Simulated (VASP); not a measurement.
# MnSi (CsCl type) (Pm-3m) in VASP: relaxation of cell and atoms with r2SCAN

Aim: the relaxation of cell and atoms of MnSi (CsCl type) with r2SCAN.

Program: VASP 6.6.1. These are calculated values, not measurements. Logs are shortened: lines on timing, memory, paths and dates and some standing lists are left out, and cuts for length are marked.

## (1) The cell of the first run

The structure is cubic, space group Pm-3m (No. 221). Conventional cell: a = 3.043 Å, b = 3.043 Å, c = 3.043 Å, α = 90.00°, β = 90.00°, γ = 90.00°. Mn (site symmetry m-3m) has 8 Si at 2.64 Å and 6 Mn at 3.04 Å within 3.5 Å. Within 3.5 Å of Si (site symmetry m-3m) lie 8 Mn at 2.64 Å and 6 Si at 3.04 Å.

## (2) Relaxation of cell and atoms, r2SCAN, collinear spin, ferromagnetic start, target pressure -0.98 GPa, at which the enthalpy is minimised

POSCAR

```
MnSi
1.0
    3.0433938230      0.0000000000      0.0000000000
    0.0000000000      3.0433938230      0.0000000000
    0.0000000000      0.0000000000      3.0433938230
Mn Si
1 1
Direct
    0.0000000000      0.0000000000      0.0000000000
    0.5000000000      0.5000000000      0.5000000000
```

INCAR.step1

```
SYSTEM = MnSi
  PREC = Accurate
  ENCUT = 600
  ISMEAR = -1
  SIGMA = 0.1
  LREAL = .FALSE.
  LASPH = .TRUE.
  NELM = 150
  ISPIN = 2
  MAGMOM = 3 0
  LMAXMIX = 4
  GGA = PE
  ALGO = Normal
  EDIFF = 1E-4
  LWAVE = .TRUE.
  LCHARG = .FALSE.
```

INCAR.step2

```
SYSTEM = MnSi
  PREC = Accurate
  ENCUT = 600
  EDIFF = 1E-6
  ISMEAR = -1
  SIGMA = 0.1
  LREAL = .FALSE.
  LASPH = .TRUE.
  NELM = 150
  ALGO = Normal
  ISIF = 3
  LWAVE = .FALSE.
  LCHARG = .FALSE.
  ISPIN = 2
  MAGMOM = 3 0
  LORBIT = 11
  LMAXMIX = 4
  METAGGA = R2SCAN
  LMIXTAU = .TRUE.
  IBRION = 2
  NSW = 60
  EDIFFG = -0.005
  PSTRESS = -9.8
  ISTART = 1
```

KPOINTS

```
regular mesh
0
G
  14 14 14
  0 0 0
```

Potentials or basis: VASP PAW PBE potentials, release 64 (Mn_pv, Si).

Command:

```sh
cat potpaw_PBE.64/Mn_pv/POTCAR potpaw_PBE.64/Si/POTCAR > POTCAR
cp INCAR.step1 INCAR
mpirun -np 1 vasp_std > vasp.out
cp INCAR.step2 INCAR
mpirun -np 1 vasp_std > vasp.out
```

OUTCAR:

```text
SYSTEM = MnSi
   PREC = Accurate
   ENCUT = 600
   EDIFF = 1E-6
   ISMEAR = -1
   LREAL = .FALSE.
   LASPH = .TRUE.
   NELM = 150
   ISIF = 3
   ISPIN = 2
   LORBIT = 11
   METAGGA = R2SCAN
   IBRION = 2
   NSW = 60
   EDIFFG = -0.005
   PSTRESS = -9.8
   ISTART = 1

 ion  position               nearest neighbor table
   1  0.000  0.000  0.000-   2 2.64   2 2.64   2 2.64   2 2.64   2 2.64   2 2.64   2 2.64   2 2.64

   2  0.500  0.500  0.500-   1 2.64   1 2.64   1 2.64   1 2.64   1 2.64   1 2.64   1 2.64   1 2.64

  LATTYP: Found a simple cubic cell.
 ALAT       =     3.0433938230

  Lattice vectors:

 A1 = (   3.0433938230,   0.0000000000,   0.0000000000)
 A2 = (   0.0000000000,   3.0433938230,   0.0000000000)
 A3 = (   0.0000000000,   0.0000000000,   3.0433938230)

Analysis of symmetry for initial positions (statically):
=====================================================================
 Subroutine PRICEL returns:
 Original cell was already a primitive cell.

 Routine SETGRP: Setting up the symmetry group for a
 simple cubic supercell.

 Subroutine GETGRP returns: Found 48 space group operations
 (whereof 48 operations were pure point group operations)
 out of a pool of 48 trial point group operations.

The static configuration has the point symmetry O_h .

Analysis of symmetry for dynamics (positions and initial velocities):
=====================================================================
 Subroutine PRICEL returns:
 Original cell was already a primitive cell.

 Routine SETGRP: Setting up the symmetry group for a
 simple cubic supercell.

 Subroutine GETGRP returns: Found 48 space group operations
 (whereof 48 operations were pure point group operations)
 out of a pool of 48 trial point group operations.

The dynamic configuration has the point symmetry O_h .

Analysis of structural, dynamic, and magnetic symmetry:
=====================================================================
 Subroutine PRICEL returns:
 Original cell was already a primitive cell.

 Routine SETGRP: Setting up the symmetry group for a
 simple cubic supercell.

 Subroutine GETGRP returns: Found 48 space group operations
 (whereof 48 operations were pure point group operations)
 out of a pool of 48 trial point group operations.

The overall configuration has the point symmetry O_h .

 Subroutine INISYM returns: Found 48 space group operations
 (whereof 48 operations are pure point group operations),
 and found     1 'primitive' translations

----------------------------------------------------------------------------------------

                                     Primitive cell

  volume of cell :      28.1887

  direct lattice vectors                    reciprocal lattice vectors
     3.043393823  0.000000000  0.000000000     0.328580545  0.000000000  0.000000000
     0.000000000  3.043393823  0.000000000     0.000000000  0.328580545  0.000000000
     0.000000000  0.000000000  3.043393823     0.000000000  0.000000000  0.328580545

  length of vectors
     3.043393823  3.043393823  3.043393823     0.328580545  0.328580545  0.328580545

  position of ions in fractional coordinates (direct lattice)
     0.000000000  0.000000000  0.000000000
     0.500000000  0.500000000  0.500000000

  ion indices of the primitive-cell ions
   primitive index   ion index
                 1           1
                 2           2

----------------------------------------------------------------------------------------

 KPOINTS: regular mesh

Automatic generation of k-mesh.
 Grid dimensions read from file:
 generate k-points for:   14   14   14

 Generating k-lattice:

  Cartesian coordinates                     Fractional coordinates (reciprocal lattice)
     0.023470039  0.000000000  0.000000000     0.071428571  0.000000000  0.000000000
     0.000000000  0.023470039  0.000000000     0.000000000  0.071428571  0.000000000
     0.000000000  0.000000000  0.023470039     0.000000000  0.000000000  0.071428571

  Length of vectors
     0.023470039  0.023470039  0.023470039

  Shift w.r.t. Gamma in fractional coordinates (k-lattice)
     0.000000000  0.000000000  0.000000000

 Subroutine IBZKPT returns following result:
 ===========================================

 Found    120 irreducible k-points:

 Following reciprocal coordinates:
            Coordinates               Weight
  0.000000  0.000000  0.000000      1.000000
  0.071429  0.000000  0.000000      6.000000
  0.142857  0.000000  0.000000      6.000000
  0.214286  0.000000  0.000000      6.000000
  0.285714  0.000000  0.000000      6.000000
  0.357143  0.000000  0.000000      6.000000
[... 16 lines left out ...]
  0.285714  0.214286  0.000000     24.000000
  0.357143  0.214286  0.000000     24.000000
 [... further k-points ...]
   k-points           NKPTS =    120   k-points in BZ     NKDIM =    120   number of bands    NBANDS=     14
   number of dos      NEDOS =    301   number of ions     NIONS =      2
   total plane-waves  NPLWV =  13824
   dimension x,y,z NGX =    24 NGY =   24 NGZ =   24
   dimension x,y,z NGXF=    48 NGYF=   48 NGZF=   48
   ions per type =               1   1
   NGX,Y,Z   is equivalent  to a cutoff of  13.11, 13.11, 13.11 a.u.
   NGXF,Y,Z  is equivalent  to a cutoff of  26.22, 26.22, 26.22 a.u.
 SYSTEM =  MnSi
   PREC   = accura    normal or accurate (medium, high low for compatibility)
   ISTART =      1    job   : 0-new  1-cont  2-samecut
   ICHARG =      0    charge: 1-file 2-atom 10-const
   ISPIN  =      2    spin polarized calculation?
   LNONCOLLINEAR =      F non collinear calculations
   LSORBIT =      F    spin-orbit coupling
   LASPH  =      T    aspherical Exc in radial PAW
   ENCUT  =  600.0 eV  44.10 Ry    6.64 a.u.   6.08  6.08  6.08*2*pi/ulx,y,z
   NELM   =    150;   NELMIN=  2; NELMDL=  0     # of ELM steps
   EDIFF  = 0.1E-05   stopping-criterion for ELM
   LREAL  =      F    real-space projection
   EDIFFG = -.5E-02   stopping-criterion for IOM
   NSW    =     60    number of steps for IOM
   IBRION =      2    ionic relax: 0-MD 1-quasi-New 2-CG
   NFREE  =      1    steps in history (QN), initial steepest desc. (CG)
   ISIF   =      3    stress and relaxation
   ISYM   =      2    0-nonsym 1-usesym 2-fastsym
   POTIM  = 0.5000    time-step for ionic-motion
   TEBEG  =    0.0;   TEEND  =   0.0 temperature during run
   PSTRESS=   -9.8 pullay stress
   NELECT =      17.0000    total number of electrons
   NUPDOWN=      -1.0000    fix difference up-down
   EMIN   =  10.00;   EMAX   =-10.00  energy-range for DOS
   EFERMI =   0.00;   METHOD = LEGACY
   ISMEAR =    -1;   SIGMA  =   0.10  broadening in eV -4-tet -1-fermi 0-gaus
   EFERMI_NEDOS =   21; number of points for ismear=-14 and -15
   IALGO  =     38    algorithm
   IMIX   =      4    mixing-type and parameters
     AMIX     =   0.40;   BMIX     =  1.00
     AMIX_MAG =   1.60;   BMIX_MAG =  1.00
  volume/ion in A,a.u.               =      14.09        95.11
  Fermi-wavevector in a.u.,A,eV,Ry     =   1.383141  2.613757 26.029004  1.913078
  Thomas-Fermi vector in A             =   2.507766
   LORBIT       =     11    0 simple, 1 ext, 2 COOP (PROOUT), +10 PAW based schemes
   METAGGA = R2SCAN    functional components
   LHFCALC =     F    Hartree Fock is set to
   AEXX    =    0.0000 exact exchange contribution
   IVDW    =     0    specifies the selected vdW correction
   LEPSILON=     F    determine dielectric tensor
   LRPA    =     F    only Hartree local field effects (RPA)
 conjugate gradient relaxation of ions
 spin polarized calculation
  energy-cutoff  :      600.00
  volume of cell :       28.19
 maximum number of plane-waves:       968
   NGX = 13   NGY = 13   NGZ = 13

--------------------------------------- Ionic step        1  -------------------------------------------

 number of electron      17.0000019 magnetization       0.4681727

 Free energy of the ion-electron system (eV)
  ---------------------------------------------------
  ext. energy  EPLUGINS =         0.00000000
  ---------------------------------------------------
  free energy    TOTEN  =       -22.85548873 eV

  energy without entropy =      -22.78768569  energy(sigma->0) =      -22.82158721

 E-fermi :   8.6268     XC(G=0): -12.8390

 val. band max:        8.6265503667   @ k =   0.4286   0.4286   0.0714
 cond. band min:       8.6297764439   @ k =   0.5000   0.4286   0.0714
 fundamental gap:      0.0032260772
 Fermi energy:         8.6267954338

 spin component 1

 k-point     1 :       0.0000    0.0000    0.0000
  band No.  band energies     occupation
      1     -41.2014      1.00000
      2     -41.2013      1.00000
      3     -41.2012      1.00000
      4      -3.5697      1.00000
      5       6.7332      1.00000
      6       6.7335      1.00000
      7       7.9179      0.99917
      8       7.9179      0.99917
      9       7.9179      0.99917
     10      11.6911      0.00000
     11      11.6911      0.00000
     12      11.6911      0.00000
[... 793 lines left out ...]
      3     -40.4906      1.00000
      4      -1.0439      1.00000
      5       3.8205      1.00000
      6       6.3930      1.00000
      7       7.5695      0.99997
      8       8.2626      0.97447
      9       9.0397      0.01585
     10       9.5458      0.00010
     11      11.8164      0.00000
     12      15.0225      0.00000
     13      15.8893      0.00000
     14      18.0473      0.00000

 [... further k-points ...]

------------------------ aborting loop EDIFF was not reached (unconverged)  ----------------------------

  FORCE on cell =-STRESS in cart. coord.  units (eV):
  Direction    XX          YY          ZZ          XY          YZ          ZX
  --------------------------------------------------------------------------------------
  -------------------------------------------------------------------------------------
  Total       -1.8056713     -1.8056713     -1.8056713     -0.0000000      0.0000000     -0.0000000
  in kB     -102.6301143   -102.6301143   -102.6301143     -0.0000000      0.0000000     -0.0000000
  external PRESSURE =     -92.8301143 kB  Pullay stress =      -9.8000000 kB
[... 295 lines left out ...]
--------------------------------------- Ionic step        9  -------------------------------------------

 number of electron      16.9999994 magnetization       0.0024736

 Free energy of the ion-electron system (eV)
  ---------------------------------------------------
  ext. energy  EPLUGINS =         0.00000000
  ---------------------------------------------------
  free energy    TOTEN  =       -23.83442684 eV

  energy without entropy =      -23.77058363  energy(sigma->0) =      -23.80250523

 E-fermi :  12.1930     XC(G=0): -14.3773

 val. band max:       12.1757267499   @ k =   0.0714   0.0714   0.0714
 cond. band min:      12.1984951555   @ k =   0.5000   0.3571   0.2143
 fundamental gap:      0.0227684056
 Fermi energy:        12.1929755498

 spin component 1

 k-point     1 :       0.0000    0.0000    0.0000
  band No.  band energies     occupation
      1     -36.8992      1.00000
      2     -36.8992      1.00000
      3     -36.8992      1.00000
      4      -1.9581      1.00000
      5       9.1902      1.00000
      6       9.1902      1.00000
      7      12.6141      0.01462
      8      12.6141      0.01462
      9      12.6141      0.01462
     10      16.4091      0.00000
     11      16.4091      0.00000
     12      16.4091      0.00000
[... 838 lines left out ...]
  energy  without entropy=      -23.7705836292  energy(sigma->0) =      -23.80250523

  enthalpy is  TOTEN    =       -23.9645547459 eV   P V=       -0.1301279069

 reached required accuracy - stopping structural energy minimisation

 total charge

# of ion       s       p       d       tot
------------------------------------------
    1        0.375   6.396   5.426  12.197
    2        0.690   0.932   0.000   1.622
--------------------------------------------------
tot          1.065   7.328   5.426  13.819

 magnetization (x)

# of ion       s       p       d       tot
------------------------------------------
    1       -0.000   0.000   0.003   0.003
    2       -0.000  -0.000   0.000  -0.000
--------------------------------------------------
tot         -0.000  -0.000   0.003   0.003
```

Run time: 21 min. Hardware: 1 thread of Intel Xeon 6975P-C (Granite Rapids), shared host; peak memory 0.26 GiB.

Results:

```
Free energy                                                : -23.8344 eV
Relaxed volume                                             : 10.64 Å³/atom
Relaxed cell                                               : a = 2.771 Å, b = 2.771 Å, c = 2.771 Å, α = 90.00°, β = 90.00°, γ = 90.00°
Space group after relaxing (to 0.1 Å)                      : Pm-3m (No. 221)
Energy change on relaxing (the run minimises the enthalpy) : -489.5 meV/atom
Ionic steps                                                : 9
Pressure after relaxing                                    : -1.0 GPa
Net moment                                                 : 0.00 μB per cell
Valence electrons inside the program's atomic spheres      : Mn 12.20; Si 1.62
```

The path:
| step | energy change (eV) | largest force (eV/Å) | pressure (GPa) | volume (Å³) |
| --- | --- | --- | --- | --- |
| 1 | 0.0000 | 0.0000 | -10.26 | 28.19 |
| 2 | -0.7021 | 0.0000 | -24.76 | 24.99 |
| 3 | 0.0982 | 0.0000 | 97.99 | 16.85 |
| 4 | -0.9094 | 0.0000 | -14.55 | 22.64 |
| 5 | -0.9678 | 0.0000 | 6.86 | 20.65 |
| 6 | -0.9785 | 0.0000 | -1.70 | 21.32 |
| 7 | -0.9792 | 0.0000 | -0.25 | 21.20 |
| 8 | -0.9778 | 0.0000 | -2.29 | 21.39 |
| 9 | -0.9789 | 0.0000 | -1.03 | 21.27 |

Final structure:
```yaml
crystal:
  lattice:
    - [2.77088, 0.00000, 0.00000]
    - [0.00000, 2.77088, 0.00000]
    - [0.00000, 0.00000, 2.77088]
  atoms:
    - { symbol: Mn, position: [0.00000, 0.00000, 0.00000] }
    - { symbol: Si, position: [0.50000, 0.50000, 0.50000] }
```

Levels at points of the mesh, in eV from the Fermi level:
Spin up:
| k point | band 6 | band 7 | band 8 | band 9 | band 10 | band 11 | band 12 | band 13 |
| --- | --- | --- | --- | --- | --- | --- | --- | --- |
| (0.00, 0.00, 0.00) | -3.00 | 0.42 | 0.42 | 0.42 | 4.22 | 4.22 | 4.22 | 9.52 |
| (0.50, 0.00, 0.00) | -1.84 | -1.47 | -1.47 | 0.65 | 2.01 | 7.31 | 10.23 | 10.23 |
| (0.50, 0.50, 0.00) | -4.64 | -2.97 | -0.78 | -0.78 | 1.68 | 3.99 | 4.54 | 9.37 |
| (0.50, 0.50, 0.50) | -5.68 | -0.69 | 1.75 | 1.75 | 2.67 | 2.67 | 2.67 | 5.99 |
Spin down:
```
           k point  band 6  band 7  band 8  band 9  band 10  band 11  band 12  band 13
(0.00, 0.00, 0.00)   -3.00    0.43    0.43    0.43     4.22     4.22     4.22     9.52
(0.50, 0.00, 0.00)   -1.84   -1.46   -1.46    0.66     2.02     7.31    10.23    10.23
(0.50, 0.50, 0.00)   -4.64   -2.96   -0.78   -0.78     1.68     3.99     4.54     9.37
(0.50, 0.50, 0.50)   -5.68   -0.69    1.75    1.75     2.67     2.67     2.67     6.00
```

Caveat: the cell is relaxed towards a set pressure, so the run minimises the enthalpy, not the energy; the volume moved by over 15 % at a fixed basis, so the end points are rough; the moments typed at the start vanished in this run; the PAW data sets were made with another functional, which shifts forces and pressure a little.
